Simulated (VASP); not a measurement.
## TaSi2: single point with PBE

Crystal: TaSi2.

```
Ta Si
1.0
     0.00000    2.90496    2.90496
     2.90496    0.00000    2.90496
     2.90496    2.90496    0.00000
Ta Si
1 2
Direct
  0.25000 0.25000 0.25000
  0.75000 0.75000 0.75000
  0.50000 0.50000 0.50000
```

```
Program                : VASP 6.6.1
Task                   : single point
Functional             : PBE
Potentials or basis    : VASP PAW PBE potentials, release 64 (Ta_pv, Si)
Cutoff                 : 520 eV
k mesh                 : 6 × 6 × 6
Occupations            : gaussian, width 0.1 eV
Spin                   : no spin polarisation
Dipole correction      : no
Further INCAR settings : ALGO = Normal; EDIFF = 1e-06; NBANDS = 16
```

| Property | Result |
| --- | --- |
| Pressure | 7.2 GPa |

Levels at points of the mesh, in eV from the Fermi level:
| k point | band 6 | band 7 | band 8 | band 9 | band 10 | band 11 | band 12 | band 13 |
| --- | --- | --- | --- | --- | --- | --- | --- | --- |
| (0.00, 0.00, 0.00) | -3.48 | -3.48 | -0.73 | -0.73 | -0.42 | -0.42 | -0.42 | -0.09 |
| (0.50, 0.00, 0.00) | -4.34 | -4.34 | -1.40 | -0.23 | -0.23 | 1.36 | 2.20 | 2.20 |
| (0.50, 0.50, 0.00) | -3.84 | -3.84 | -3.14 | -1.82 | 0.60 | 0.92 | 0.92 | 3.75 |

Wall time 12 s on 1 thread of Intel Xeon 6975P-C, with other jobs on the host, peak memory 0.18 GiB.

Caveat: spin-orbit coupling is left out, which moves the levels of the heavy elements.
